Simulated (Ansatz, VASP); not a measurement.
**Li4C: VASP beside Ansatz**

```
CELL_PARAMETERS angstrom
3.81531 0.00000 0.00000
0.00000 3.81531 0.00000
0.00000 0.00000 7.43572
ATOMIC_POSITIONS crystal
Li 0.50000 0.00000 0.94445
Li 0.00000 0.50000 0.44011
Li 0.50000 0.00000 0.55989
Li 0.00000 0.50000 0.05555
Li 0.50000 0.50000 0.71758
Li 0.00000 0.00000 0.24748
Li 0.00000 0.00000 0.75252
Li 0.50000 0.50000 0.28242
C 0.50000 0.00000 0.79159
C 0.00000 0.50000 0.20841
```

Alike in both runs: task single point; functional PBE; k mesh 4 × 4 × 4; occupations gaussian, width 0.1 eV; collinear spin.

```csv
,VASP,Ansatz
version,VASP 6.6.1,Ansatz 0.2.0
potentials or method,"VASP PAW PBE potentials, release 64 (Li_sv, C), cutoff 520 eV","scalar-relativistic, plane waves, PAW"
valence electrons in the cell,32,32
```

Ansatz gave:

```
gap on the k mesh at the Fermi level (eV) : none
rms of the force components (eV/Å)        : 8.303
net moment per atom (μB)                  : 0.01
```

**Question.** Estimate VASP's values.

**Answer.** gap on the k mesh at the Fermi level (eV): none; rms of the force components (eV/Å): 7.913; net moment per atom (μB): 0.00.

Atom by atom the forces differ by 0.396 eV/Å (rms over components). A gap of «none» marks a metal or a gap that the smearing closes. With one functional, cell and mesh, what is left measures potentials, basis and numerics. Ansatz's warnings: seeded moment not kept.

The k mesh is coarse, so the values compare programs but aren't converged. Noted on VASP's run: the cutoff is under 1.25 times that of the potentials, so the pressure is a little rough.
